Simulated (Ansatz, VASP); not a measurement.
# KCl in VASP and in Ansatz

Contents of POSCAR:

```
KCl
1.0
    0.0000000000      3.4273167819      3.6498790802
    3.4273167819      0.0000000000      3.6498790802
    3.4273167819      3.4273167819      0.0000000000
K Cl
1 1
Direct
    0.0000000000      0.0000000000      0.0000000000
    0.2500000000      0.2500000000      0.2500000000
```

INCAR.step1

```
SYSTEM = KCl
PREC = Accurate
ENCUT = 400
EDIFF = 1E-5
ISMEAR = 0
SIGMA = 0.01
LREAL = .FALSE.
LASPH = .TRUE.
NELM = 120
ALGO = Normal
ISIF = 2
LWAVE = .TRUE.
LCHARG = .FALSE.
GGA = PE
NBANDS = 15
GGA_COMPAT = .FALSE.
```

Contents of INCAR.step2:

```
SYSTEM = KCl
PREC = Accurate
ENCUT = 400
EDIFF = 1E-6
ISMEAR = 0
SIGMA = 0.01
LREAL = .FALSE.
LASPH = .TRUE.
NELM = 120
ALGO = Normal
ISIF = 2
LWAVE = .FALSE.
LCHARG = .FALSE.
GGA = PE
LHFCALC = .TRUE.
HFSCREEN = 0.2079
PRECFOCK = Normal
ISTART = 1
NBANDS = 15
GGA_COMPAT = .FALSE.
```

KPOINTS

```
regular mesh
0
G
  4 4 4
  0 0 0
```

Input for Ansatz:

```yaml
crystal:
  lattice:
    - [0.0, 3.4273167819, 3.6498790802]
    - [3.4273167819, 0.0, 3.6498790802]
    - [3.4273167819, 3.4273167819, 0.0]
  atoms:
    - { symbol: K, position: [0.0, 0.0, 0.0] }
    - { symbol: Cl, position: [0.25, 0.25, 0.25] }
kpoints:
  mp_grid: { grid: [4, 4, 4] }
  band_path:
    path:
      - [0.0, 0.0, 0.0]
      - [-0.5, -0.5, 0.0]
      - [-0.375, -0.375, 0.25]
      - [-0.375, 0.0, 0.375]
      - [0.0, 0.0, 0.5]
      - [-0.5, -0.25, 0.25]
    npoints: 1
hamiltonian:
  xc: hse06
scf:
  occupations: { method: fixed }
  n_extra_bands: 4
output:
  forces: true
  stress: true
  eigenvalues: true
  write_density: true
  write_potential: true
  elf: true
  volumetric_format: npy
```

Change from the starting cell: epitaxial_xy strain -2.3%.

Alike in both runs: task single point; functional HSE06; k mesh 4 × 4 × 4; no spin polarisation.

|  | VASP | Ansatz |
| --- | --- | --- |
| version | VASP 6.6.1 | Ansatz 0.2.0 |
| potentials or method | VASP PAW PBE potentials, release 64 (K_sv, Cl) | plane waves, PAW |
| plane-wave cutoff (eV) | 400 | 420 |
| occupations | gaussian, width 0.01 eV | fixed |
| valence electrons in the cell | 16 | 16 |

|  | VASP | Ansatz | Ansatz less VASP |
| --- | --- | --- | --- |
| gap on the k mesh at the Fermi level (eV) | 5.99 | 6.00 | +0.003 |
| pressure (GPa) | 0.2 | 0.2 | -0.03 |
| traceless stress, the component that is largest in VASP (GPa) | -0.05 | -0.06 | -0.004 |

Ansatz's warnings: stress exchange threshold loose, stress scf threshold loose, xc potential rough in thin density.
